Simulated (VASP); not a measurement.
# N (P4_2/mnm) in VASP: single point with HSE06

Aim: the single point of N with HSE06.

All numbers are computed with VASP 6.6.1; they aren't measurements. Logs are shortened: lines on timing, memory, paths and dates and some standing lists are left out, and cuts for length are marked.

**1. The cell of the first run**

The structure is tetragonal, space group P4_2/mnm (No. 136). Conventional cell: a = 3.961 Å, b = 3.961 Å, c = 5.232 Å, α = 90.00°, β = 90.00°, γ = 90.00°. Within 1.5 Å of N (site symmetry m2m) lie 1 N at 1.09 Å.

**2. Single point, HSE06 (uniaxial z strain +1.9%)**

Input file POSCAR:

```
N
1.0
    3.9609752007      0.0000000000      0.0000000000
    0.0000000000      3.9609752007      0.0000000000
    0.0000000000      0.0000000000      5.2322505919
N
4
Direct
    0.9024068436      0.9024068436      0.0000000000
    0.5975931564      0.4024068436      0.5000000000
    0.0975931564      0.0975931564      0.0000000000
    0.4024068436      0.5975931564      0.5000000000
```

Input file INCAR.step1:

```
PREC = Accurate
ENCUT = 520
EDIFF = 1E-5
ISMEAR = 0
SIGMA = 0.01
LREAL = False
LASPH = True
NELM = 100
ALGO = Normal
ISIF = 2
LWAVE = True
LCHARG = False
GGA = PE
NBANDS = 18
```

Input file INCAR.step2:

```
PREC = Accurate
ENCUT = 520
EDIFF = 1E-6
ISMEAR = 0
SIGMA = 0.01
LREAL = False
LASPH = True
NELM = 100
ALGO = Normal
ISIF = 2
LWAVE = False
LCHARG = False
GGA = PE
LHFCALC = True
HFSCREEN = 0.2079
PRECFOCK = Normal
ISTART = 1
NBANDS = 18
```

Input file KPOINTS:

```
regular mesh
0
Gamma
  4 4 4
```

Potentials or basis: VASP PAW PBE potentials, release 64 (N).

Run with:

```console
cat potpaw_PBE.64/N/POTCAR > POTCAR
cp INCAR.step1 INCAR
mpirun -np 1 vasp_std > vasp.out
cp INCAR.step2 INCAR
mpirun -np 1 vasp_std > vasp.out
```

OUTCAR:

```text
PREC = Accurate
   ENCUT = 520
   EDIFF = 1E-6
   ISMEAR = 0
   LREAL = False
   LASPH = True
   NELM = 100
   ISIF = 2
   GGA = PE
   LHFCALC = True
   HFSCREEN = 0.2079
   PRECFOCK = Normal
   ISTART = 1

 ion  position               nearest neighbor table
   1  0.902  0.902  0.000-   3 1.09
   2  0.598  0.402  0.500-   4 1.09
   3  0.098  0.098  0.000-   1 1.09
   4  0.402  0.598  0.500-   2 1.09

  LATTYP: Found a simple tetragonal cell.
 ALAT       =     3.9609752007
 C/A-ratio  =     1.3209501011

  Lattice vectors:

 A1 = (   3.9609752007,   0.0000000000,   0.0000000000)
 A2 = (   0.0000000000,   3.9609752007,   0.0000000000)
 A3 = (   0.0000000000,   0.0000000000,   5.2322505919)

Analysis of symmetry for initial positions (statically):
=====================================================================
 Subroutine PRICEL returns:
 Original cell was already a primitive cell.

 Routine SETGRP: Setting up the symmetry group for a
 simple tetragonal supercell.

 Subroutine GETGRP returns: Found 16 space group operations
 (whereof  8 operations were pure point group operations)
 out of a pool of 16 trial point group operations.

The static configuration has the point symmetry D_2h.
 The point group associated with its full space group is D_4h.

Analysis of symmetry for dynamics (positions and initial velocities):
=====================================================================
 Subroutine PRICEL returns:
 Original cell was already a primitive cell.

 Routine SETGRP: Setting up the symmetry group for a
 simple tetragonal supercell.

 Subroutine GETGRP returns: Found 16 space group operations
 (whereof  8 operations were pure point group operations)
 out of a pool of 16 trial point group operations.

The dynamic configuration has the point symmetry D_2h.
 The point group associated with its full space group is D_4h.

 Subroutine INISYM returns: Found 16 space group operations
 (whereof  8 operations are pure point group operations),
 and found     1 'primitive' translations

----------------------------------------------------------------------------------------

                                     Primitive cell

  volume of cell :      82.0905

  direct lattice vectors                    reciprocal lattice vectors
     3.960975201  0.000000000  0.000000000     0.252463080  0.000000000  0.000000000
     0.000000000  3.960975201  0.000000000     0.000000000  0.252463080  0.000000000
     0.000000000  0.000000000  5.232250592     0.000000000  0.000000000  0.191122344

  length of vectors
     3.960975201  3.960975201  5.232250592     0.252463080  0.252463080  0.191122344

  position of ions in fractional coordinates (direct lattice)
     0.902406844  0.902406844  0.000000000
     0.597593156  0.402406844  0.500000000
     0.097593156  0.097593156  0.000000000
     0.402406844  0.597593156  0.500000000

  ion indices of the primitive-cell ions
   primitive index   ion index
                 1           1
                 2           2
                 3           3
                 4           4

----------------------------------------------------------------------------------------

 KPOINTS: regular mesh

Automatic generation of k-mesh.
 Grid dimensions read from file:
 generate k-points for:    4    4    4

 Generating k-lattice:

  Cartesian coordinates                     Fractional coordinates (reciprocal lattice)
     0.063115770  0.000000000  0.000000000     0.250000000  0.000000000  0.000000000
     0.000000000  0.063115770  0.000000000     0.000000000  0.250000000  0.000000000
     0.000000000  0.000000000  0.047780586     0.000000000  0.000000000  0.250000000

  Length of vectors
     0.063115770  0.063115770  0.047780586

  Shift w.r.t. Gamma in fractional coordinates (k-lattice)
     0.000000000  0.000000000  0.000000000

 Subroutine IBZKPT returns following result:
 ===========================================

 Found     18 irreducible k-points:

 Following reciprocal coordinates:
            Coordinates               Weight
  0.000000  0.000000  0.000000      1.000000
  0.250000  0.000000  0.000000      4.000000
  0.500000  0.000000  0.000000      2.000000
  0.250000  0.250000  0.000000      4.000000
  0.500000  0.250000  0.000000      4.000000
  0.500000  0.500000  0.000000      1.000000
[... 10 lines left out ...]
  0.500000  0.250000  0.500000      4.000000
  0.500000  0.500000  0.500000      1.000000
   k-points           NKPTS =     18   k-points in BZ     NKDIM =     64   number of bands    NBANDS=     18
   number of dos      NEDOS =    301   number of ions     NIONS =      4
   total plane-waves  NPLWV =  36000
   dimension x,y,z NGX =    30 NGY =   30 NGZ =   40
   dimension x,y,z NGXF=    60 NGYF=   60 NGZF=   80
   ions per type =               4
   NGX,Y,Z   is equivalent  to a cutoff of  12.59, 12.59, 12.71 a.u.
   NGXF,Y,Z  is equivalent  to a cutoff of  25.18, 25.18, 25.42 a.u.
 SYSTEM =  unknown system
   PREC   = accura    normal or accurate (medium, high low for compatibility)
   ISTART =      1    job   : 0-new  1-cont  2-samecut
   ICHARG =      0    charge: 1-file 2-atom 10-const
   ISPIN  =      1    spin polarized calculation?
   LNONCOLLINEAR =      F non collinear calculations
   LSORBIT =      F    spin-orbit coupling
   LASPH  =      T    aspherical Exc in radial PAW
   ENCUT  =  520.0 eV  38.22 Ry    6.18 a.u.   7.36  7.36  9.73*2*pi/ulx,y,z
   NELM   =    100;   NELMIN=  2; NELMDL=  0     # of ELM steps
   EDIFF  = 0.1E-05   stopping-criterion for ELM
   LREAL  =      F    real-space projection
   EDIFFG = 0.1E-04   stopping-criterion for IOM
   NSW    =      0    number of steps for IOM
   IBRION =     -1    ionic relax: 0-MD 1-quasi-New 2-CG
   NFREE  =      0    steps in history (QN), initial steepest desc. (CG)
   ISIF   =      2    stress and relaxation
   ISYM   =      3    0-nonsym 1-usesym 2-fastsym
   POTIM  = 0.5000    time-step for ionic-motion
   TEBEG  =    0.0;   TEEND  =   0.0 temperature during run
   PSTRESS=    0.0 pullay stress
   NELECT =      20.0000    total number of electrons
   NUPDOWN=      -1.0000    fix difference up-down
   EMIN   =  10.00;   EMAX   =-10.00  energy-range for DOS
   EFERMI =   0.00;   METHOD = LEGACY
   ISMEAR =     0;   SIGMA  =   0.01  broadening in eV -4-tet -1-fermi 0-gaus
   EFERMI_NEDOS =   21; number of points for ismear=-14 and -15
   IALGO  =     38    algorithm
   IMIX   =      1    mixing-type and parameters
     AMIX     =   0.40;   BMIX     =  1.00
     AMIX_MAG =   1.60;   BMIX_MAG =  1.00
  volume/ion in A,a.u.               =      20.52       138.49
  Fermi-wavevector in a.u.,A,eV,Ry     =   1.022478  1.932203 14.224359  1.045461
  Thomas-Fermi vector in A             =   2.156159
   LORBIT       =      0    0 simple, 1 ext, 2 COOP (PROOUT), +10 PAW based schemes
   GGA     = PE    functional components
   LHFCALC =     T    Hartree Fock is set to
   PRECFOCK=normal    Normal, Fast or Accurate (Low or Medium for compatibility)
   ENCUT4O =  -1.0   cutoff for four orbital integrals eV
   NKREDX  =     1    reduce k-point grid by
   NKREDY  =     1    reduce k-point grid by
   NKREDZ  =     1    reduce k-point grid by
   AEXX    =    0.2500 exact exchange contribution
   HFSCREEN=    0.2079 screening length (either q_TF or 0.3 A-1)
   HFSCREENC=   0.2079 screening length for correlation (either q_TF or 0.3 A-1)
   ENCUTFOCK=  -1.0 apply spherical cutoff to Coloumb kernel
   IVDW    =     0    specifies the selected vdW correction
   LEPSILON=     F    determine dielectric tensor
   LRPA    =     F    only Hartree local field effects (RPA)
 non-spin polarized calculation
 Gauss-broadening in eV      SIGMA  =   0.01
  energy-cutoff  :      520.00
  volume of cell :       82.09
 maximum number of plane-waves:      2228
 NGX is ok and might be reduce to    30
  NGX = 24; NGY = 24; NGZ = 30

 number of electron      19.9999993 magnetization

 Free energy of the ion-electron system (eV)
  ---------------------------------------------------
  ext. energy  EPLUGINS =         0.00000000
  ---------------------------------------------------
  free energy    TOTEN  =       -40.86977163 eV

  energy without entropy =      -40.86977163  energy(sigma->0) =      -40.86977163

 E-fermi :  -7.5109     XC(G=0):  -5.6901

 val. band max:       -7.5826145756   @ k =   0.5000   0.5000   0.5000
 cond. band min:       1.5206637384   @ k =   0.0000   0.0000   0.0000
 fundamental gap:      9.1032783140
 Fermi energy:        -7.5108938562

 k-point     1 :       0.0000    0.0000    0.0000
  band No.  band energies     occupation
      1     -27.5466      2.00000
      2     -27.4601      2.00000
      3     -11.1334      2.00000
      4     -11.1334      2.00000
      5      -9.5050      2.00000
      6      -8.8041      2.00000
[... 10 lines left out ...]
     17       8.8298      0.00000
     18      12.9474      0.00000

 k-point     2 :       0.2500    0.0000    0.0000
  band No.  band energies     occupation
      1     -27.5251      2.00000
      2     -27.4639      2.00000
      3     -11.2996      2.00000
      4     -11.2972      2.00000
      5      -9.3611      2.00000
      6      -9.1061      2.00000
[... 10 lines left out ...]
     17       9.2350      0.00000
     18      11.2191      0.00000

 k-point     3 :       0.5000    0.0000    0.0000
  band No.  band energies     occupation
      1     -27.4856      2.00000
      2     -27.4856      2.00000
      3     -11.4580      2.00000
      4     -11.4580      2.00000
      5      -9.0513      2.00000
      6      -9.0513      2.00000
[... 10 lines left out ...]
     17      10.4268      0.00000
     18      10.4268      0.00000

 k-point     4 :       0.2500    0.2500    0.0000
  band No.  band energies     occupation
      1     -27.5075      2.00000
      2     -27.4641      2.00000
      3     -11.4468      2.00000
      4     -11.4066      2.00000
      5      -9.2470      2.00000
      6      -9.2129      2.00000
[... 249 lines left out ...]
      4     -11.3839      2.00000
      5      -9.4685      2.00000
      6      -9.0468      2.00000
[... 10 lines left out ...]
     17       9.9785      0.00000
     18      10.2473      0.00000

 k-point    17 :       0.5000    0.2500    0.5000
  band No.  band energies     occupation
      1     -27.4766      2.00000
      2     -27.4766      2.00000
      3     -11.5500      2.00000
      4     -11.5500      2.00000
      5      -9.2984      2.00000
      6      -9.2984      2.00000
[... 10 lines left out ...]
     17       9.8969      0.00000
     18       9.8969      0.00000

 k-point    18 :       0.5000    0.5000    0.5000
  band No.  band energies     occupation
      1     -27.4682      2.00000
      2     -27.4682      2.00000
      3     -11.6283      2.00000
      4     -11.6282      2.00000
      5      -9.2924      2.00000
      6      -9.2924      2.00000
[... 10 lines left out ...]
     17       9.4632      0.00000
     18       9.4632      0.00000

------------------------ aborting loop because EDIFF is reached ----------------------------------------

  FORCE on cell =-STRESS in cart. coord.  units (eV):
  Direction    XX          YY          ZZ          XY          YZ          ZX
  --------------------------------------------------------------------------------------
  -------------------------------------------------------------------------------------
  Total        1.8763345      1.8763345      0.2681563      0.0000000      0.0000000      0.0000000
  in kB       36.6208205     36.6208205      5.2336642      0.0000000      0.0000000      0.0000000
  external PRESSURE =      26.1584351 kB  Pullay stress =       0.0000000 kB

 VOLUME and BASIS-vectors are now :
 -----------------------------------------------------------------------------
  energy-cutoff  :      520.00
  volume of cell :       82.09
      direct lattice vectors                 reciprocal lattice vectors
     3.960975201  0.000000000  0.000000000     0.252463080  0.000000000  0.000000000
     0.000000000  3.960975201  0.000000000     0.000000000  0.252463080  0.000000000
     0.000000000  0.000000000  5.232250592     0.000000000  0.000000000  0.191122344

 POSITION                                       TOTAL-FORCE (eV/Angst)
 -----------------------------------------------------------------------------------
      3.57441      3.57441      0.00000        -1.049309     -1.049309      0.000000
      2.36705      1.59392      2.61613         1.049309     -1.049309      0.000000
      0.38656      0.38656      0.00000         1.049309      1.049309     -0.000000
      1.59392      2.36705      2.61613        -1.049309      1.049309     -0.000000
 -----------------------------------------------------------------------------------
    total drift:                                0.000000     -0.000000      0.000000

  FREE ENERGIE OF THE ION-ELECTRON SYSTEM (eV)
  ---------------------------------------------------
  free  energy   TOTEN  =       -40.8697716343 eV

  energy  without entropy=      -40.8697716343  energy(sigma->0) =      -40.86977163
```

It took 14 min on 1 thread of Intel Xeon Platinum 8259CL at 2.50GHz (Skylake/Cascade Lake), shared host; peak memory 0.3 GiB.

Results:

- Free energy: -40.8698 eV
- Pressure: 2.6 GPa
- Largest force: 1.484 eV/Å
- Band gap on the k mesh: 9.10 eV (least direct gap 9.39 eV)

Forces on the atoms (eV/Å):
```
N   -1.049 -1.049  0.000
N    1.049 -1.049  0.000
N    1.049  1.049  0.000
N   -1.049  1.049  0.000
```

Stress tensor (GPa, compression positive):
```
3.66 0.00 0.00
0.00 3.66 0.00
0.00 0.00 0.52
```

Caveat: the cell differs from its parent crystal (uniaxial z strain +1.9%); the standard files for N, O and F lose accuracy on very short bonds; this functional lacks dispersion, which holds the molecules together, so the pressure and a relaxed volume are unreliable; the PAW data sets were made with another functional, which shifts forces and pressure a little. A k mesh can miss the band edges.
